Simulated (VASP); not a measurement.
# P (R-3m) in VASP: notebook, part 2 of 2

VASP 6.6.1.

### Step 5. Single point, PBEsol

This run uses another cell than the first one, of 16.63 Å³/atom, 1.096 times its volume.

File INCAR:

```
PREC = Accurate
ENCUT = 520
EDIFF = 1E-7
ISMEAR = -1
SIGMA = 0.1
LREAL = False
LASPH = True
NELM = 60
ALGO = Normal
ISIF = 2
LWAVE = False
LCHARG = False
GGA = PS
NBANDS = 12
```

File KPOINTS:

```
regular mesh
0
Gamma
  8 8 8
```

File POSCAR:

```
P
1.0
    1.7428126792      1.0062133723      3.1606689562
   -1.7428126792      1.0062133723      3.1606689562
    0.0000000000     -2.0124267345      3.1606689562
P
2
Direct
    0.2270802500      0.2270802500      0.2270802500
    0.7729197500      0.7729197500      0.7729197500
```

Potentials or basis: VASP PAW PBE potentials, release 64 (P).

The run is started by

```
cat potpaw_PBE.64/P/POTCAR > POTCAR
mpirun -np 1 vasp_std > vasp.out
```

OUTCAR:

```text
PREC = Accurate
   ENCUT = 520
   EDIFF = 1E-7
   ISMEAR = -1
   LREAL = False
   LASPH = True
   NELM = 60
   ISIF = 2
   GGA = PS

 ion  position               nearest neighbor table
   1  0.227  0.227  0.227-   2 2.32   2 2.32   2 2.32   2 2.85   2 2.85   2 2.85
   2  0.773  0.773  0.773-   1 2.32   1 2.32   1 2.32   1 2.85   1 2.85   1 2.85

  LATTYP: Found a trigonal (rhomboedric) cell.
 ALAT       =     3.7469573838
 COS(alpha) =     0.5673129373

  Lattice vectors:

 A1 = (   1.7428126792,   1.0062133723,   3.1606689562)
 A2 = (  -1.7428126792,   1.0062133723,   3.1606689562)
 A3 = (   0.0000000000,  -2.0124267345,   3.1606689562)

Analysis of symmetry for initial positions (statically):
=====================================================================
 Subroutine PRICEL returns:
 Original cell was already a primitive cell.

 Routine SETGRP: Setting up the symmetry group for a
 trigonal (rhombohedral) supercell.

 Subroutine GETGRP returns: Found 12 space group operations
 (whereof 12 operations were pure point group operations)
 out of a pool of 12 trial point group operations.

The static configuration has the point symmetry D_3d.

Analysis of symmetry for dynamics (positions and initial velocities):
=====================================================================
 Subroutine PRICEL returns:
 Original cell was already a primitive cell.

 Routine SETGRP: Setting up the symmetry group for a
 trigonal (rhombohedral) supercell.

 Subroutine GETGRP returns: Found 12 space group operations
 (whereof 12 operations were pure point group operations)
 out of a pool of 12 trial point group operations.

The dynamic configuration has the point symmetry D_3d.

 Subroutine INISYM returns: Found 12 space group operations
 (whereof 12 operations are pure point group operations),
 and found     1 'primitive' translations

----------------------------------------------------------------------------------------

                                     Primitive cell

  volume of cell :      33.2561

  direct lattice vectors                    reciprocal lattice vectors
     1.742812679  1.006213372  3.160668956     0.286892565  0.165637500  0.105462906
    -1.742812679  1.006213372  3.160668956    -0.286892565  0.165637500  0.105462906
     0.000000000 -2.012426734  3.160668956     0.000000000 -0.331275000  0.105462906

  length of vectors
     3.746957384  3.746957384  3.746957381     0.347657230  0.347657230  0.347657231

  position of ions in fractional coordinates (direct lattice)
     0.227080250  0.227080250  0.227080250
     0.772919750  0.772919750  0.772919750

  ion indices of the primitive-cell ions
   primitive index   ion index
                 1           1
                 2           2

----------------------------------------------------------------------------------------

 KPOINTS: regular mesh

Automatic generation of k-mesh.
 Grid dimensions read from file:
 generate k-points for:    8    8    8

 Generating k-lattice:

  Cartesian coordinates                     Fractional coordinates (reciprocal lattice)
     0.035861571  0.020704687  0.013182863     0.125000000  0.000000000  0.000000000
    -0.035861571  0.020704687  0.013182863     0.000000000  0.125000000  0.000000000
     0.000000000 -0.041409375  0.013182863     0.000000000  0.000000000  0.125000000

  Length of vectors
     0.043457154  0.043457154  0.043457154

  Shift w.r.t. Gamma in fractional coordinates (k-lattice)
     0.000000000  0.000000000  0.000000000

 Subroutine IBZKPT returns following result:
 ===========================================

 Found     65 irreducible k-points:

 Following reciprocal coordinates:
            Coordinates               Weight
  0.000000  0.000000  0.000000      1.000000
  0.125000  0.000000  0.000000      6.000000
  0.250000  0.000000  0.000000      6.000000
  0.375000  0.000000 -0.000000      6.000000
  0.500000  0.000000  0.000000      3.000000
  0.125000  0.125000  0.000000      6.000000
[... 16 lines left out ...]
  0.250000  0.125000  0.125000      6.000000
  0.375000  0.125000  0.125000      6.000000
 [... further k-points ...]
   k-points           NKPTS =     65   k-points in BZ     NKDIM =     65   number of bands    NBANDS=     12
   number of dos      NEDOS =    301   number of ions     NIONS =      2
   total plane-waves  NPLWV =  21952
   dimension x,y,z NGX =    28 NGY =   28 NGZ =   28
   dimension x,y,z NGXF=    56 NGYF=   56 NGZF=   56
   ions per type =               2
   NGX,Y,Z   is equivalent  to a cutoff of  12.42, 12.42, 12.42 a.u.
   NGXF,Y,Z  is equivalent  to a cutoff of  24.85, 24.85, 24.85 a.u.
 SYSTEM =  unknown system
   PREC   = accura    normal or accurate (medium, high low for compatibility)
   ISTART =      0    job   : 0-new  1-cont  2-samecut
   ICHARG =      2    charge: 1-file 2-atom 10-const
   ISPIN  =      1    spin polarized calculation?
   LNONCOLLINEAR =      F non collinear calculations
   LSORBIT =      F    spin-orbit coupling
   LASPH  =      T    aspherical Exc in radial PAW
   ENCUT  =  520.0 eV  38.22 Ry    6.18 a.u.   6.97  6.97  6.97*2*pi/ulx,y,z
   NELM   =     60;   NELMIN=  2; NELMDL= -5     # of ELM steps
   EDIFF  = 0.1E-06   stopping-criterion for ELM
   LREAL  =      F    real-space projection
   EDIFFG = 0.1E-05   stopping-criterion for IOM
   NSW    =      0    number of steps for IOM
   IBRION =     -1    ionic relax: 0-MD 1-quasi-New 2-CG
   NFREE  =      0    steps in history (QN), initial steepest desc. (CG)
   ISIF   =      2    stress and relaxation
   ISYM   =      2    0-nonsym 1-usesym 2-fastsym
   POTIM  = 0.5000    time-step for ionic-motion
   TEBEG  =    0.0;   TEEND  =   0.0 temperature during run
   PSTRESS=    0.0 pullay stress
   NELECT =      10.0000    total number of electrons
   NUPDOWN=      -1.0000    fix difference up-down
   EMIN   =  10.00;   EMAX   =-10.00  energy-range for DOS
   EFERMI =   0.00;   METHOD = LEGACY
   ISMEAR =    -1;   SIGMA  =   0.10  broadening in eV -4-tet -1-fermi 0-gaus
   EFERMI_NEDOS =   21; number of points for ismear=-14 and -15
   IALGO  =     38    algorithm
   IMIX   =      4    mixing-type and parameters
     AMIX     =   0.40;   BMIX     =  1.00
     AMIX_MAG =   1.60;   BMIX_MAG =  1.00
  volume/ion in A,a.u.               =      16.63       112.21
  Fermi-wavevector in a.u.,A,eV,Ry     =   1.096776  2.072606 16.366678  1.202917
  Thomas-Fermi vector in A             =   2.233124
   LORBIT       =      0    0 simple, 1 ext, 2 COOP (PROOUT), +10 PAW based schemes
   GGA     = PS    functional components
   LHFCALC =     F    Hartree Fock is set to
   AEXX    =    0.0000 exact exchange contribution
   IVDW    =     0    specifies the selected vdW correction
   LEPSILON=     F    determine dielectric tensor
   LRPA    =     F    only Hartree local field effects (RPA)
 non-spin polarized calculation
  energy-cutoff  :      520.00
  volume of cell :       33.26
 maximum number of plane-waves:       917
   NGX = 13   NGY = 13   NGZ = 13

 number of electron      10.0000000 magnetization

 Free energy of the ion-electron system (eV)
  ---------------------------------------------------
  ext. energy  EPLUGINS =         0.00000000
  ---------------------------------------------------
  free energy    TOTEN  =       -11.54957792 eV

  energy without entropy =      -11.53765502  energy(sigma->0) =      -11.54361647

 E-fermi :   8.5220     XC(G=0): -10.7449

 val. band max:        8.4999070849   @ k =   0.5000   0.5000   0.5000
 cond. band min:       8.5291214691   @ k =   0.3750   0.1250   0.1250
 fundamental gap:      0.0292143842
 Fermi energy:         8.5219799713

 k-point     1 :       0.0000    0.0000    0.0000
  band No.  band energies     occupation
      1      -7.7246      2.00000
      2       4.7267      2.00000
      3       5.4523      2.00000
      4       5.6909      2.00000
      5       5.6909      2.00000
      6       9.8091      0.00001
      7      11.1149      0.00000
      8      11.1149      0.00000
      9      14.2898      0.00000
     10      14.2898      0.00000
     11      15.5514      0.00000
     12      15.6858      0.00000
[... 331 lines left out ...]
 k-point    24 :       0.3750    0.1250    0.1250
  band No.  band energies     occupation
      1      -6.3382      2.00000
      2       0.0143      2.00000
      3       3.2751      2.00000
      4       5.3633      2.00000
      5       8.5291      0.96431
      6       8.9587      0.02505
      7       9.3903      0.00034
      8      12.1495      0.00000
      9      13.9396      0.00000
     10      14.9345      0.00000
     11      16.6154      0.00000
     12      20.0425      0.00000

 [... further k-points ...]
[... 5 lines left out ...]
  --------------------------------------------------------------------------------------
  -------------------------------------------------------------------------------------
  Total       -0.8395448     -0.8395448     -0.8604116      0.0000000     -0.0000000      0.0000000
  in kB      -40.4467269    -40.4467269    -41.4520293      0.0000000     -0.0000000      0.0000000
  external PRESSURE =     -40.7818277 kB  Pullay stress =       0.0000000 kB

 VOLUME and BASIS-vectors are now :
 -----------------------------------------------------------------------------
  energy-cutoff  :      520.00
  volume of cell :       33.26
      direct lattice vectors                 reciprocal lattice vectors
     1.742812679  1.006213372  3.160668956     0.286892565  0.165637500  0.105462906
    -1.742812679  1.006213372  3.160668956    -0.286892565  0.165637500  0.105462906
     0.000000000 -2.012426734  3.160668956     0.000000000 -0.331275000  0.105462906

 POSITION                                       TOTAL-FORCE (eV/Angst)
 -----------------------------------------------------------------------------------
      0.00000      0.00000      2.15318         0.000000      0.000000      0.038800
      0.00000      0.00000      7.32883         0.000000     -0.000000     -0.038800
 -----------------------------------------------------------------------------------
    total drift:                                0.000000     -0.000000     -0.000000

  FREE ENERGIE OF THE ION-ELECTRON SYSTEM (eV)
  ---------------------------------------------------
  free  energy   TOTEN  =       -11.5495779232 eV

  energy  without entropy=      -11.5376550230  energy(sigma->0) =      -11.54361647
```

OSZICAR:

```text
N       E                     dE             d eps       ncg     rms          rms(c)
DAV:   1     0.212529982752E+02    0.21253E+02   -0.45964E+03  1560   0.724E+02
DAV:   2    -0.103794407595E+02   -0.31632E+02   -0.29950E+02  2032   0.115E+02
DAV:   3    -0.115886933262E+02   -0.12093E+01   -0.11974E+01  2076   0.216E+01
DAV:   4    -0.115963158260E+02   -0.76225E-02   -0.76200E-02  1820   0.202E+00
DAV:   5    -0.115963740604E+02   -0.58234E-04   -0.58233E-04  2036   0.170E-01    0.652E+00
DAV:   6    -0.115659834356E+02    0.30391E-01   -0.68205E-03  1880   0.480E-01    0.386E+00
DAV:   7    -0.115494891564E+02    0.16494E-01   -0.14801E-02  1872   0.744E-01    0.797E-02
DAV:   8    -0.115495636444E+02   -0.74488E-04   -0.10698E-03  1840   0.217E-01    0.493E-02
DAV:   9    -0.115495734847E+02   -0.98403E-05   -0.33824E-05  2016   0.393E-02    0.299E-02
DAV:  10    -0.115495777072E+02   -0.42225E-05   -0.43498E-06  1884   0.134E-02    0.411E-03
DAV:  11    -0.115495778606E+02   -0.15336E-06   -0.23516E-07  1996   0.320E-03    0.198E-03
DAV:  12    -0.115495779232E+02   -0.62614E-07   -0.50590E-08  1156   0.123E-03
   1 F= -.11549578E+02 E0= -.11543616E+02  d E =-.119229E-01
```

It took 21 s on 1 thread of AMD EPYC 7R13 (Zen 3), shared host; peak memory 0.12 GiB.

Results:

* Free energy: -11.5496 eV
* Pressure: -4.1 GPa
* Largest force: 0.039 eV/Å
* Band gap on the k mesh: zero (band 5 reaches 8.72 eV, above the bottom of band 6 at 8.22 eV)

Forces on the atoms (eV/Å):
```
P    0.000  0.000  0.039
P    0.000  0.000 -0.039
```

Caveat: the PAW data sets were made with another functional, which shifts forces and pressure a little.

### Step 6. Single point, PBEsol

This run uses another cell than the first one, of 17.11 Å³/atom, 1.128 times its volume.

File INCAR:

```
SYSTEM = P
PREC = Accurate
ENCUT = 520
EDIFF = 1E-6
ISMEAR = -1
SIGMA = 0.1
LREAL = .FALSE.
LASPH = .TRUE.
NELM = 100
ALGO = Normal
ISIF = 2
LWAVE = .FALSE.
LCHARG = .FALSE.
GGA = PS
NBANDS = 12
```

File KPOINTS:

```
Automatic mesh
0
G
  8 8 8
  0 0 0
```

File POSCAR:

```
P
1.0
    1.7595715215      1.0158890944      3.1910618683
   -1.7595715215      1.0158890944      3.1910618683
    0.0000000000     -2.0317781787      3.1910618683
P
2
Direct
    0.2270802500      0.2270802500      0.2270802500
    0.7729197500      0.7729197500      0.7729197500
```

Potentials or basis: VASP PAW PBE potentials, release 64 (P).

The run is started by

```
cat potpaw_PBE.64/P/POTCAR > POTCAR
mpirun -np 1 vasp_std > vasp.out
```

Run time: 20 s. Hardware: 1 thread of AMD EPYC 7R13 (Zen 3), shared host; peak memory 0.13 GiB.

The run converged. Its results:

| Item | Value |
| --- | --- |
| Free energy | -11.5184 eV |
| Pressure | -6.3 GPa |
| Largest force | 0.143 eV/Å |
| Band gap on the k mesh | zero (band 5 reaches 8.32 eV, above the bottom of band 6 at 7.81 eV) |

Forces in eV/Å, atoms in the order of the input:
```
P    0.000  0.000 -0.143
P    0.000  0.000  0.143
```

Stress tensor (GPa, compression positive):
```
-6.46  0.00  0.00
 0.00 -6.46  0.00
 0.00  0.00 -5.83
```

Levels at points of the mesh, in eV from the Fermi level:
| k point | band 1 | band 2 | band 3 | band 4 | band 5 | band 6 | band 7 | band 8 | band 9 | band 10 |
| --- | --- | --- | --- | --- | --- | --- | --- | --- | --- | --- |
| (0.00, 0.00, 0.00) | -15.96 | -3.98 | -2.98 | -2.77 | -2.77 | 1.28 | 2.57 | 2.57 | 5.78 | 5.78 |
| (0.50, 0.00, 0.00) | -12.70 | -11.56 | -3.66 | -3.22 | -0.61 | -0.33 | 0.07 | 0.60 | 8.68 | 9.49 |
| (0.50, 0.50, 0.00) | -12.50 | -9.77 | -6.65 | -5.15 | -5.10 | 0.27 | 5.72 | 7.08 | 7.76 | 8.98 |
| (0.50, 0.50, 0.50) | -14.14 | -10.54 | -2.67 | -2.67 | -0.13 | -0.06 | -0.06 | 2.06 | 8.41 | 9.37 |

Caveat: the PAW data sets were made with another functional, which shifts forces and pressure a little.

### Step 7. Summary

| cell | gap on the mesh (eV) | pressure (GPa) | largest force (eV/Å) |
| --- | --- | --- | --- |
| a = 3.634 Å, angles 55.4°, 2 atoms | none | 3.9 | 0.64 |
| a = 3.673 Å, angles 55.4°, 2 atoms | none | 0.8 | 0.43 |
| a = 3.710 Å, angles 55.4°, 2 atoms | none | -1.7 | 0.23 |
| a = 3.747 Å, angles 55.4°, 2 atoms | none | -4.1 | 0.04 |
| a = 3.783 Å, angles 55.4°, 2 atoms | none | -6.3 | 0.14 |

Alike in all rows: task single point; level PBEsol; potentials or basis VASP PAW PBE potentials, release 64 (P); no spin polarisation; k mesh 8 × 8 × 8; cutoff (eV) 520; smearing fermi-dirac 0.1 eV.

Caveats: the PAW data sets were made with another functional, which shifts forces and pressure a little.

Absolute energies hang on the potentials; compare differences alone.
